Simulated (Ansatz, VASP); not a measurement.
**Te2Mo: VASP beside Ansatz**

File INCAR:

```
  PREC = Accurate
  ENCUT = 520
  EDIFF = 1E-6
  ISMEAR = -1
  SIGMA = 0.05
  LREAL = F
  LASPH = T
  NELM = 60
  ALGO = Normal
  ISIF = 2
  LWAVE = F
  LCHARG = F
  GGA = PE
  NBANDS = 35
```

KPOINTS

```
Automatic mesh
0
Gamma
  7 7 2
```

POSCAR

```
Te2Mo
1.0
    3.5885640000      0.0000000000      0.0000000000
   -1.7942820000      3.1077875871      0.0000000000
    0.0000000000      0.0000000000     13.9736000000
Te Mo
4 2
Direct
    0.6666666667      0.3333333333      0.3790000000
    0.3333333333      0.6666666667      0.8790000000
    0.6666666667      0.3333333333      0.1210000000
    0.3333333333      0.6666666667      0.6210000000
    0.6666666667      0.3333333333      0.7500000000
    0.3333333333      0.6666666667      0.2500000000
```

The input input.yaml:

```yaml
crystal:
  lattice:
    - [3.588564, 0.0, 0.0]
    - [-1.794282, 3.1077875871, 0.0]
    - [0.0, 0.0, 13.9736]
  atoms:
    - { symbol: Te, position: [0.6666666667, 0.3333333333, 0.379] }
    - { symbol: Te, position: [0.3333333333, 0.6666666667, 0.879] }
    - { symbol: Te, position: [0.6666666667, 0.3333333333, 0.121] }
    - { symbol: Te, position: [0.3333333333, 0.6666666667, 0.621] }
    - { symbol: Mo, position: [0.6666666667, 0.3333333333, 0.75] }
    - { symbol: Mo, position: [0.3333333333, 0.6666666667, 0.25] }
hamiltonian:
  xc: pbe
  pseudopotentials: { kind: paw }
kpoints:
  mp_grid: { grid: [7, 7, 2] }
scf:
  occupations: { method: fermi_dirac, width: 0.05 }
output:
  forces: true
  stress: true
  eigenvalues: true
```

Alike in both runs: task single point; functional PBE; k mesh 7 × 7 × 2; occupations fermi-dirac, width 0.05 eV; no spin polarisation.

|  | VASP | Ansatz |
| --- | --- | --- |
| version | VASP 6.6.1 | Ansatz 0.2.0 |
| potentials or method | VASP PAW PBE potentials, release 64 (Te, Mo_sv) | Ansatz PAW |
| plane-wave cutoff (eV) | 520 | 420 |
| valence electrons in the cell | 52 | 92 |

|  | VASP | Ansatz | Ansatz less VASP |
| --- | --- | --- | --- |
| gap on the k mesh at the Fermi level (eV) | 0.76 | 0.77 | +0.006 |
| least direct gap on the mesh (eV) | 1.17 | 1.17 | -0.002 |
| pressure (GPa) | -0.6 | -0.6 | +0.01 |
| traceless stress, the component that is largest in VASP (GPa) | 1.18 | 1.13 | -0.048 |
| rms of the force components (eV/Å) | 0.071 | 0.078 | +0.0070 |

Atom by atom the forces differ by 0.007 eV/Å (rms over components). With one functional, cell and mesh, what is left measures potentials, basis and numerics. VASP's potentials hold 52 valence electrons a cell and Ansatz's 92, so a difference there can come from the potentials and not from the codes.

Neither program's run includes spin-orbit coupling. Noted on Ansatz's run: odd divisions of the mesh miss points on the zone boundary, where band edges often lie, so the gap on the mesh can be too wide.
